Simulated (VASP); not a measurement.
# Sn3Se (Pm-3m) in VASP: further runs, part 2 of 2

VASP 6.6.1. Earlier steps stand in the parts before.

## Step 3: Single point, PBE

This run uses another cell than the first one, of 25.23 Å³/atom, 1.029 times its volume.

The input, INCAR:

```
  PREC = Accurate
  ENCUT = 520
  EDIFF = 1E-7
  ISMEAR = 1
  SIGMA = 0.1
  LREAL = F
  LASPH = T
  NELM = 80
  ALGO = Normal
  ISIF = 2
  LWAVE = F
  LCHARG = F
  GGA = PE
  NBANDS = 32
```

The input, KPOINTS:

```
regular mesh
0
Gamma
  5 5 5
```

The input, POSCAR:

```
Sn3Se
1.0
    4.6560351946      0.0000000000      0.0000000000
    0.0000000000      4.6560351946      0.0000000000
    0.0000000000      0.0000000000      4.6560351946
Sn Se
3 1
Direct
    0.0000000000      0.5000000000      0.5000000000
    0.5000000000      0.0000000000      0.5000000000
    0.5000000000      0.5000000000      0.0000000000
    0.0000000000      0.0000000000      0.0000000000
```

Potentials or basis: VASP PAW PBE potentials, release 64 (Sn_d, Se).

On the command line:

```bash
$ cat potpaw_PBE.64/Sn_d/POTCAR potpaw_PBE.64/Se/POTCAR > POTCAR
$ mpirun -np 1 vasp_std > vasp.out
```

OUTCAR:

```text
PREC = Accurate
   ENCUT = 520
   EDIFF = 1E-7
   ISMEAR = 1
   LREAL = F
   LASPH = T
   NELM = 80
   ISIF = 2
   GGA = PE

 ion  position               nearest neighbor table
   1  0.000  0.500  0.500-   2 3.29   3 3.29   3 3.29   2 3.29   2 3.29   3 3.29   3 3.29   2 3.29

   2  0.500  0.000  0.500-   1 3.29   3 3.29   3 3.29   1 3.29   3 3.29   3 3.29   1 3.29   1 3.29

   3  0.500  0.500  0.000-   1 3.29   2 3.29   1 3.29   2 3.29   2 3.29   2 3.29   1 3.29   1 3.29

   4  0.000  0.000  0.000-

  LATTYP: Found a simple cubic cell.
 ALAT       =     4.6560351946

  Lattice vectors:

 A1 = (   4.6560351946,   0.0000000000,   0.0000000000)
 A2 = (   0.0000000000,   4.6560351946,   0.0000000000)
 A3 = (   0.0000000000,   0.0000000000,   4.6560351946)

Analysis of symmetry for initial positions (statically):
=====================================================================
 Subroutine PRICEL returns:
 Original cell was already a primitive cell.

 Routine SETGRP: Setting up the symmetry group for a
 simple cubic supercell.

 Subroutine GETGRP returns: Found 48 space group operations
 (whereof 48 operations were pure point group operations)
 out of a pool of 48 trial point group operations.

The static configuration has the point symmetry O_h .

Analysis of symmetry for dynamics (positions and initial velocities):
=====================================================================
 Subroutine PRICEL returns:
 Original cell was already a primitive cell.

 Routine SETGRP: Setting up the symmetry group for a
 simple cubic supercell.

 Subroutine GETGRP returns: Found 48 space group operations
 (whereof 48 operations were pure point group operations)
 out of a pool of 48 trial point group operations.
[... 104 lines left out ...]
   EFERMI =   0.00;   METHOD = LEGACY
   ISMEAR =     1;   SIGMA  =   0.10  broadening in eV -4-tet -1-fermi 0-gaus
   EFERMI_NEDOS =   21; number of points for ismear=-14 and -15
   IALGO  =     38    algorithm
   IMIX   =      4    mixing-type and parameters
     AMIX     =   0.40;   BMIX     =  1.00
     AMIX_MAG =   1.60;   BMIX_MAG =  1.00
  volume/ion in A,a.u.               =      25.23       170.29
  Fermi-wavevector in a.u.,A,eV,Ry     =   1.277828  2.414744 22.216189  1.632844
  Thomas-Fermi vector in A             =   2.410405
   LORBIT       =      0    0 simple, 1 ext, 2 COOP (PROOUT), +10 PAW based schemes
   GGA     = PE    functional components
   LHFCALC =     F    Hartree Fock is set to
   AEXX    =    0.0000 exact exchange contribution
   IVDW    =     0    specifies the selected vdW correction
   LEPSILON=     F    determine dielectric tensor
   LRPA    =     F    only Hartree local field effects (RPA)
 non-spin polarized calculation
 Methfessel and Paxton  Order N= 1 SIGMA  =   0.10
  energy-cutoff  :      520.00
  volume of cell :      100.94
 maximum number of plane-waves:      2734
 NGX is ok and might be reduce to    36
   NGX = 17   NGY = 17   NGZ = 17

 number of electron      47.9999961 magnetization

 Free energy of the ion-electron system (eV)
  ---------------------------------------------------
  ext. energy  EPLUGINS =         0.00000000
  ---------------------------------------------------
  free energy    TOTEN  =       -14.75769860 eV

  energy without entropy =      -14.75595010  energy(sigma->0) =      -14.75711576

 E-fermi :   7.8494     XC(G=0): -10.4248

 val. band max:        7.8170871730   @ k =   0.4000   0.0000   0.0000
 cond. band min:       7.8620554934   @ k =   0.0000   0.0000   0.0000
 fundamental gap:      0.0449683204
 Fermi energy:         7.8494208167

 k-point     1 :       0.0000    0.0000    0.0000
  band No.  band energies     occupation
      1     -13.9484      2.00000
      2     -13.9484      2.00000
      3     -13.9484      2.00000
      4     -13.9180      2.00000
      5     -13.9180      2.00000
      6     -13.8905      2.00000
[... 339 lines left out ...]
     31      13.9793      0.00000
     32      15.6842      0.00000

------------------------ aborting loop because EDIFF is reached ----------------------------------------

  FORCE on cell =-STRESS in cart. coord.  units (eV):
  Direction    XX          YY          ZZ          XY          YZ          ZX
  --------------------------------------------------------------------------------------
  -------------------------------------------------------------------------------------
  Total        2.3601288      2.3601288      2.3601288     -0.0000000      0.0000000      0.0000000
  in kB       37.4625658     37.4625658     37.4625658     -0.0000000      0.0000000      0.0000000
  external PRESSURE =      37.4625658 kB  Pullay stress =       0.0000000 kB

 VOLUME and BASIS-vectors are now :
 -----------------------------------------------------------------------------
  energy-cutoff  :      520.00
  volume of cell :      100.94
      direct lattice vectors                 reciprocal lattice vectors
     4.656035195  0.000000000  0.000000000     0.214775009  0.000000000  0.000000000
     0.000000000  4.656035195  0.000000000     0.000000000  0.214775009  0.000000000
     0.000000000  0.000000000  4.656035195     0.000000000  0.000000000  0.214775009

 POSITION                                       TOTAL-FORCE (eV/Angst)
 -----------------------------------------------------------------------------------
      0.00000      2.32802      2.32802         0.000000      0.000000      0.000000
      2.32802      0.00000      2.32802         0.000000      0.000000      0.000000
      2.32802      2.32802      0.00000         0.000000      0.000000      0.000000
      0.00000      0.00000      0.00000         0.000000      0.000000      0.000000
 -----------------------------------------------------------------------------------
    total drift:                                0.000000      0.000000      0.000000

  FREE ENERGIE OF THE ION-ELECTRON SYSTEM (eV)
  ---------------------------------------------------
  free  energy   TOTEN  =       -14.7576985952 eV

  energy  without entropy=      -14.7559500980  energy(sigma->0) =      -14.75711576
```

OSZICAR:

```text
N       E                     dE             d eps       ncg     rms          rms(c)
DAV:   1     0.447904655158E+03    0.44790E+03   -0.24031E+04   680   0.225E+03
DAV:   2     0.443800877255E+02   -0.40352E+03   -0.39043E+03   648   0.556E+02
DAV:   3    -0.123328727180E+02   -0.56713E+02   -0.54930E+02   760   0.173E+02
DAV:   4    -0.148467409134E+02   -0.25139E+01   -0.25027E+01   704   0.393E+01
DAV:   5    -0.149233815688E+02   -0.76641E-01   -0.76630E-01   872   0.716E+00    0.404E+00
DAV:   6    -0.147739680779E+02    0.14941E+00   -0.19101E-01   856   0.360E+00    0.239E+00
DAV:   7    -0.147598135261E+02    0.14155E-01   -0.84709E-02   824   0.175E+00    0.911E-01
DAV:   8    -0.147577115715E+02    0.21020E-02   -0.90408E-03   800   0.698E-01    0.149E-01
DAV:   9    -0.147576955899E+02    0.15982E-04   -0.18100E-03   752   0.287E-01    0.445E-02
DAV:  10    -0.147576940046E+02    0.15854E-05   -0.21589E-04   896   0.127E-01    0.190E-02
DAV:  11    -0.147577003793E+02   -0.63747E-05   -0.25221E-05   784   0.361E-02    0.797E-03
DAV:  12    -0.147576983591E+02    0.20202E-05   -0.50809E-06   856   0.229E-02    0.157E-03
DAV:  13    -0.147576985700E+02   -0.21092E-06   -0.54640E-07   664   0.656E-03    0.814E-04
DAV:  14    -0.147576985952E+02   -0.25203E-07   -0.27203E-08   472   0.152E-03
   1 F= -.14757699E+02 E0= -.14757116E+02  d E =-.174850E-02
```

It took 36 s on 1 thread of Intel Xeon 8259CL, shared host; peak memory 0.2 GiB.

What came out:

| Property | Result |
| --- | --- |
| Free energy | -14.7577 eV |
| Pressure | 3.7 GPa |
| Band gap on the k mesh | zero (band 24 reaches 9.07 eV, above the bottom of band 25 at 7.44 eV) |

Caveat: spin-orbit coupling is left out, which moves the levels of the heavy elements.

## Step 4: Single point, PBE

This run uses another cell than the first one, of 25.94 Å³/atom, 1.058 times its volume.

The input, INCAR:

```
ALGO     = Normal         # electronic algorithm
EDIFF    = 1E-6           # SCF threshold, eV
ENCUT    = 520            # plane-wave cutoff, eV
GGA      = PE             # functional
ISIF     = 2              # what is computed and relaxed
ISMEAR   = 1              # smearing method
LASPH    = True           # aspherical terms in the spheres
LCHARG   = False          # write CHGCAR
LREAL    = False          # projectors in reciprocal space
LWAVE    = False          # write WAVECAR
NBANDS   = 32             # bands
NELM     = 60             # most SCF steps
PREC     = Accurate       # precision mode
SIGMA    = 0.1            # smearing width, eV
```

The input, KPOINTS:

```
k-points
0
Gamma
  5 5 5
```

The input, POSCAR:

```
Sn3Se
1.0
    4.6993496372      0.0000000000      0.0000000000
    0.0000000000      4.6993496372      0.0000000000
    0.0000000000      0.0000000000      4.6993496372
Sn Se
3 1
Direct
    0.0000000000      0.5000000000      0.5000000000
    0.5000000000      0.0000000000      0.5000000000
    0.5000000000      0.5000000000      0.0000000000
    0.0000000000      0.0000000000      0.0000000000
```

Potentials or basis: VASP PAW PBE potentials, release 64 (Sn_d, Se).

On the command line:

```bash
$ cat potpaw_PBE.64/Sn_d/POTCAR potpaw_PBE.64/Se/POTCAR > POTCAR
$ mpirun -np 1 vasp_std > vasp.out
```

OUTCAR:

```text
EDIFF = 1E-6
   ENCUT = 520
   GGA = PE
   ISIF = 2
   ISMEAR = 1
   LASPH = True
   LREAL = False
   NELM = 60
   PREC = Accurate

 ion  position               nearest neighbor table
   1  0.000  0.500  0.500-   2 3.32   3 3.32   3 3.32   2 3.32   2 3.32   3 3.32   3 3.32   2 3.32

   2  0.500  0.000  0.500-   1 3.32   3 3.32   3 3.32   1 3.32   3 3.32   3 3.32   1 3.32   1 3.32

   3  0.500  0.500  0.000-   1 3.32   2 3.32   1 3.32   2 3.32   2 3.32   2 3.32   1 3.32   1 3.32

   4  0.000  0.000  0.000-

  LATTYP: Found a simple cubic cell.
 ALAT       =     4.6993496372

  Lattice vectors:

 A1 = (   4.6993496372,   0.0000000000,   0.0000000000)
 A2 = (   0.0000000000,   4.6993496372,   0.0000000000)
 A3 = (   0.0000000000,   0.0000000000,   4.6993496372)

Analysis of symmetry for initial positions (statically):
=====================================================================
 Subroutine PRICEL returns:
 Original cell was already a primitive cell.

 Routine SETGRP: Setting up the symmetry group for a
 simple cubic supercell.

 Subroutine GETGRP returns: Found 48 space group operations
 (whereof 48 operations were pure point group operations)
 out of a pool of 48 trial point group operations.

The static configuration has the point symmetry O_h .

Analysis of symmetry for dynamics (positions and initial velocities):
=====================================================================
 Subroutine PRICEL returns:
 Original cell was already a primitive cell.

 Routine SETGRP: Setting up the symmetry group for a
 simple cubic supercell.

 Subroutine GETGRP returns: Found 48 space group operations
[... 105 lines left out ...]
   EMIN   =  10.00;   EMAX   =-10.00  energy-range for DOS
   EFERMI =   0.00;   METHOD = LEGACY
   ISMEAR =     1;   SIGMA  =   0.10  broadening in eV -4-tet -1-fermi 0-gaus
   EFERMI_NEDOS =   21; number of points for ismear=-14 and -15
   IALGO  =     38    algorithm
   IMIX   =      4    mixing-type and parameters
     AMIX     =   0.40;   BMIX     =  1.00
     AMIX_MAG =   1.60;   BMIX_MAG =  1.00
  volume/ion in A,a.u.               =      25.94       175.09
  Fermi-wavevector in a.u.,A,eV,Ry     =   1.266050  2.392487 21.808538  1.602882
  Thomas-Fermi vector in A             =   2.399271
   LORBIT       =      0    0 simple, 1 ext, 2 COOP (PROOUT), +10 PAW based schemes
   GGA     = PE    functional components
   LHFCALC =     F    Hartree Fock is set to
   AEXX    =    0.0000 exact exchange contribution
   IVDW    =     0    specifies the selected vdW correction
   LEPSILON=     F    determine dielectric tensor
   LRPA    =     F    only Hartree local field effects (RPA)
 non-spin polarized calculation
 Methfessel and Paxton  Order N= 1 SIGMA  =   0.10
  energy-cutoff  :      520.00
  volume of cell :      103.78
 maximum number of plane-waves:      2813
 NGX is ok and might be reduce to    36
   NGX = 17   NGY = 17   NGZ = 17

 number of electron      47.9999956 magnetization

 Free energy of the ion-electron system (eV)
  ---------------------------------------------------
  ext. energy  EPLUGINS =         0.00000000
  ---------------------------------------------------
  free energy    TOTEN  =       -14.81078914 eV

  energy without entropy =      -14.81052731  energy(sigma->0) =      -14.81070186

 E-fermi :   7.5155     XC(G=0): -10.2930

 val. band max:        7.4628888228   @ k =   0.4000   0.2000   0.2000
 cond. band min:       7.5339777888   @ k =   0.0000   0.0000   0.0000
 fundamental gap:      0.0710889660
 Fermi energy:         7.5155442622

 k-point     1 :       0.0000    0.0000    0.0000
  band No.  band energies     occupation
      1     -14.2627      2.00000
      2     -14.2627      2.00000
      3     -14.2627      2.00000
      4     -14.2419      2.00000
      5     -14.2419      2.00000
      6     -14.2046      2.00000
[... 339 lines left out ...]
     31      13.4812      0.00000
     32      15.2190      0.00000

------------------------ aborting loop because EDIFF is reached ----------------------------------------

  FORCE on cell =-STRESS in cart. coord.  units (eV):
  Direction    XX          YY          ZZ          XY          YZ          ZX
  --------------------------------------------------------------------------------------
  -------------------------------------------------------------------------------------
  Total        1.4026306      1.4026306      1.4026306      0.0000000      0.0000000     -0.0000000
  in kB       21.6541235     21.6541235     21.6541235      0.0000000      0.0000000     -0.0000000
  external PRESSURE =      21.6541235 kB  Pullay stress =       0.0000000 kB

 VOLUME and BASIS-vectors are now :
 -----------------------------------------------------------------------------
  energy-cutoff  :      520.00
  volume of cell :      103.78
      direct lattice vectors                 reciprocal lattice vectors
     4.699349637  0.000000000  0.000000000     0.212795403  0.000000000  0.000000000
     0.000000000  4.699349637  0.000000000     0.000000000  0.212795403  0.000000000
     0.000000000  0.000000000  4.699349637     0.000000000  0.000000000  0.212795403

 POSITION                                       TOTAL-FORCE (eV/Angst)
 -----------------------------------------------------------------------------------
      0.00000      2.34967      2.34967         0.000000      0.000000      0.000000
      2.34967      0.00000      2.34967         0.000000      0.000000      0.000000
      2.34967      2.34967      0.00000         0.000000      0.000000      0.000000
      0.00000      0.00000      0.00000         0.000000      0.000000      0.000000
 -----------------------------------------------------------------------------------
    total drift:                                0.000000      0.000000      0.000000

  FREE ENERGIE OF THE ION-ELECTRON SYSTEM (eV)
  ---------------------------------------------------
  free  energy   TOTEN  =       -14.8107891383 eV

  energy  without entropy=      -14.8105273120  energy(sigma->0) =      -14.81070186
```

It took 39 s on 1 thread of Intel Xeon 8259CL, shared host; peak memory 0.21 GiB.

What came out:

* Free energy: -14.8108 eV
* Pressure: 2.2 GPa
* Band gap on the k mesh: zero (band 24 reaches 8.69 eV, above the bottom of band 25 at 7.13 eV)

Caveat: spin-orbit coupling is left out, which moves the levels of the heavy elements.

## Step 5: Summary

| cell | gap on the mesh (eV) | pressure (GPa) |
| --- | --- | --- |
| a = 4.612 Å, 4 atoms | none | 5.6 |
| a = 4.656 Å, 4 atoms | none | 3.7 |
| a = 4.699 Å, 4 atoms | none | 2.2 |

Alike in all rows: task single point; level PBE; potentials or basis VASP PAW PBE potentials, release 64 (Sn_d, Se); no spin polarisation; k mesh 5 × 5 × 5; cutoff (eV) 520; smearing methfessel-paxton 0.1 eV.

Caveats: spin-orbit coupling is left out, which moves the levels of the heavy elements.

Absolute energies hang on the potentials; compare differences alone.
